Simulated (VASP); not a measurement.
Wanted: the native input for a VASP 6.6.1 run.

* Task: relaxation of cell and atoms
* Functional: PBE
* Potentials or basis: VASP PAW PBE potentials, release 64 (B)
* Cutoff: 600 eV
* k mesh: 22 × 22 × 34
* Occupations: gaussian, width 0.1 eV
* Spin: no spin polarisation
* Dipole correction: no
* Further INCAR settings: ALGO = Normal; EDIFF = 1e-06; IBRION = 2; EDIFFG = -0.01; NSW = 100; ISIF = 3

The structure of B lies in POSCAR:

```
B
1.0
    1.6296781370     -2.5625830783      0.0000000000
    1.6296781370      2.5625830783      0.0000000000
   -0.9260402613      0.0000000000      1.6102447166
B
2
Direct
    0.3307355290      0.6692644710      0.5000000000
    0.6692644710      0.3307355290      0.5000000000
```

One way to write it, as run:

INCAR

```
PREC = Accurate ; ENCUT = 600
EDIFF = 1E-6 ; ISMEAR = 0
SIGMA = 0.1 ; LREAL = F
LASPH = T ; NELM = 100
ALGO = Normal ; ISIF = 3
LWAVE = F ; LCHARG = F
GGA = PE ; IBRION = 2
NSW = 100 ; EDIFFG = -0.01
```

KPOINTS

```
Automatic mesh
0
Gamma
  22 22 34
```

Potentials or basis: VASP PAW PBE potentials, release 64 (B).

The run is started by

```sh
$ cat potpaw_PBE.64/B/POTCAR > POTCAR
$ mpirun -np 1 vasp_std > vasp.out
```

Results of the run:

```json
{
 "Relaxed volume": "6.72 Å³/atom",
 "Relaxed cell": "a = 3.037 Å, b = 3.037 Å, c = 1.855 Å, α = 105.53°, β = 105.53°, γ = 115.05°",
 "Space group after relaxing (to 0.1 Å)": "C2/m (No. 12)",
 "Energy gained by relaxing": "0.0 meV/atom",
 "Ionic steps": "4",
 "Pressure after relaxing": "0.1 GPa",
 "Band gap on the k mesh": "zero (bands 3 and 4 overlap by 2.29 eV)"
}
```

Run time: 5.3 min on 1 thread of Intel(R) Xeon(R) Platinum 8488C (Sapphire Rapids) (shared host), peak memory 0.52 GiB.
